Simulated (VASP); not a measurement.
Hf2Si3:

```
Hf Si
1.0
     2.62068   -2.76437    0.00000
     2.62068    2.76437    0.00000
     0.00000    0.00000    6.65996
Hf Si
2 3
Cartesian
  2.6207 0.0000 2.1895
  2.6207 0.0000 4.4704
  2.6207 0.0000 0.0000
  1.3103 1.3822 0.0000
  1.3103 -1.3822 0.0000
```

* Program: VASP 6.6.1
* Task: relaxation of cell and atoms
* Functional: PBE
* Potentials or basis: VASP PAW PBE potentials, release 64 (Hf_pv, Si)
* Cutoff: 600 eV
* k mesh: 4 × 4 × 4
* Occupations: gaussian, width 0.1 eV
* Spin: no spin polarisation

At the start: pressure 49.9 GPa; volume 19.30 Å³/atom.

How do energy, volume and symmetry change on relaxing?

Over 41 steps the energy falls by 1319.3 meV/atom and the volume is 28.88 Å³/atom (+49.6 %); space group Cmmm (No. 65, to 0.05 Å).

Step by step:
| step | energy change (eV) | largest force (eV/Å) | pressure (GPa) | volume (Å³) |
| --- | --- | --- | --- | --- |
| 1 | 0.0000 | 1.6685 | 49.93 | 96.50 |
| 3 | -5.9795 | 1.2986 | -0.21 | 151.09 |
| 5 | -6.0587 | 0.0793 | 0.33 | 152.27 |
| 7 | -6.0830 | 0.0865 | -0.06 | 152.55 |
| 9 | -6.0860 | 0.0322 | -0.14 | 152.71 |
| 11 | -6.1057 | 0.0665 | 0.43 | 150.47 |
| 13 | -6.2282 | 1.0459 | 3.73 | 139.38 |
| 15 | -6.2612 | 1.2826 | 4.68 | 136.92 |
| 17 | -6.2643 | 1.4370 | 5.47 | 135.05 |
| 19 | -6.2649 | 1.4422 | 5.48 | 135.00 |
| 21 | -6.2672 | 1.4655 | 5.57 | 134.78 |
| 23 | -6.2683 | 1.5560 | 5.93 | 133.87 |
| 25 | -6.2716 | 1.5172 | 5.78 | 134.24 |
| 27 | -6.2897 | 1.4651 | 5.56 | 134.54 |
| 29 | -6.3553 | 1.2611 | 4.72 | 135.75 |
| 31 | -6.5188 | 0.5546 | 1.80 | 140.65 |
| 33 | -6.5529 | 0.0902 | -0.16 | 144.89 |
| 35 | -6.5628 | 0.1530 | -0.09 | 144.74 |
| 37 | -6.5731 | 0.5454 | -0.26 | 145.81 |
| 39 | -6.5893 | 0.2972 | -0.22 | 145.19 |
| 41 | -6.5964 | 0.0240 | -0.16 | 144.38 |

Final structure:
```
Hf Si
1.0
     2.45094   -3.82587    0.00000
     2.45094    3.82587    0.00000
     0.00000    0.00000    7.69859
Hf Si
2 3
Cartesian
  2.4509 0.0000 2.4172
  2.4509 0.0000 5.2814
  2.4509 0.0000 7.6986
  1.2255 1.9129 7.6986
  1.2255 -1.9129 7.6986
```

Caveat: the k points lie up to 0.38 Å⁻¹ apart in the final cell; the volume moved by over 15 % at a fixed basis, so the end points are rough.
